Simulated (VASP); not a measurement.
## Ni: single point with LDA

Ni:

```
CELL_PARAMETERS angstrom
0.00000 1.71246 1.71246
1.71246 0.00000 1.71246
1.71246 1.71246 0.00000
ATOMIC_POSITIONS crystal
Ni 0.00000 0.00000 0.00000
```

```
Program                : VASP 6.6.1
Task                   : single point
Functional             : LDA
Potentials or basis    : VASP PAW LDA potentials, release 64 (Ni)
Cutoff                 : 520 eV
k mesh                 : 8 × 8 × 8
Occupations            : fermi-dirac, width 0.05 eV
Spin                   : collinear spin, ferromagnetic start
Starting moments       : [0.607] μB
Dipole correction      : no
Further INCAR settings : ALGO = Normal; EDIFF = 1e-06; NBANDS = 15
```

```yaml
Pressure: 0.2 GPa
Net_moment: 0.70 μB per cell
Site_moments: Ni +0.70 μB
Valence_electrons_inside_the_program's_atomic_spheres: Ni 9.47
```

Levels at points of the mesh, in eV from the Fermi level:
Spin up:
```
           k point  band 1  band 2  band 3  band 4  band 5  band 6  band 7  band 8  band 9  band 10
(0.00, 0.00, 0.00)   -9.55   -2.61   -2.61   -2.61   -1.33   -1.33   24.46   28.85   28.85    28.85
(0.50, 0.00, 0.00)   -5.27   -2.62   -2.62   -0.54   -0.54   -0.40    6.29   22.94   25.98    25.98
(0.50, 0.50, 0.00)   -5.15   -4.61   -0.52   -0.37   -0.37    2.51   10.00   15.53   15.53    20.84
```
Spin down:
| k point | band 1 | band 2 | band 3 | band 4 | band 5 | band 6 | band 7 | band 8 | band 9 | band 10 |
| --- | --- | --- | --- | --- | --- | --- | --- | --- | --- | --- |
| (0.00, 0.00, 0.00) | -9.47 | -1.92 | -1.92 | -1.92 | -0.67 | -0.67 | 24.47 | 28.93 | 28.93 | 28.93 |
| (0.50, 0.00, 0.00) | -4.84 | -1.99 | -1.99 | -0.33 | 0.20 | 0.20 | 6.74 | 22.95 | 26.13 | 26.13 |
| (0.50, 0.50, 0.00) | -4.73 | -4.03 | 0.17 | 0.42 | 0.42 | 2.59 | 10.34 | 15.64 | 15.64 | 21.13 |

Run time: 9.5 s on 1 thread of Intel(R) Xeon(R) Platinum 8488C (Sapphire Rapids) (shared host), peak memory 0.12 GiB.

Caveat: the k points lie up to 0.40 Å⁻¹ apart.
